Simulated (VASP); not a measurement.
Runs of VASP 6.6.1 on Si. The structure is that of space group P6_3/mmc (No. 194), or close to it. The cells are those of the table. This isn't the form of Si at room conditions, which is diamond.

| cell | gap on the mesh (eV) | pressure (GPa) | largest force (eV/Å) |
| --- | --- | --- | --- |
| a = 3.525, b = 3.525, c = 6.586 Å, angles 90.0, 90.0, 120.0°, 4 atoms | 0.32 | (c) | 1.69 |
| a = 3.678, b = 3.678, c = 6.839 Å, angles 90.0, 90.0, 120.0°, 4 atoms | 0.46 | 2.0 | 0.83 |
| a = 3.525, b = 3.525, c = 6.079 Å, angles 90.0, 90.0, 120.0°, 4 atoms | 0.06 | (b) | 1.03 |
| a = 3.831, b = 3.831, c = 5.826 Å, angles 90.0, 90.0, 120.0°, 4 atoms | none | 10.9 | 1.51 |
| a = 3.678, b = 3.678, c = 5.826 Å, angles 90.0, 90.0, 120.0°, 4 atoms | none | (a) | 0.87 |

Alike in all rows: task single point; level r2SCAN; potentials or basis VASP PAW PBE potentials, release 64 (Si); no spin polarisation; k mesh 12 × 12 × 6; cutoff (eV) 520; smearing gaussian 0.05 eV.

Problem. Fill in the values left out.

Solution. (a) 22.9; (b) 31.0; (c) 18.2.

Caveats: semilocal functionals underestimate gaps, and a narrow one can read as zero; the PAW data sets were made with another functional, which shifts forces and pressure a little; the stress differs along the axes, from -4 to 30 GPa (at least some runs); the stress differs along the axes, from -14 to 10 GPa (at least some runs); the stress differs along the axes, from 21 to 36 GPa (at least some runs); the stress differs along the axes, from 2 to 30 GPa (at least some runs); the stress differs along the axes, from 17 to 34 GPa (at least some runs).

A k mesh can miss the band edges.

A gap of «none» marks levels without a gap at the run's occupations.
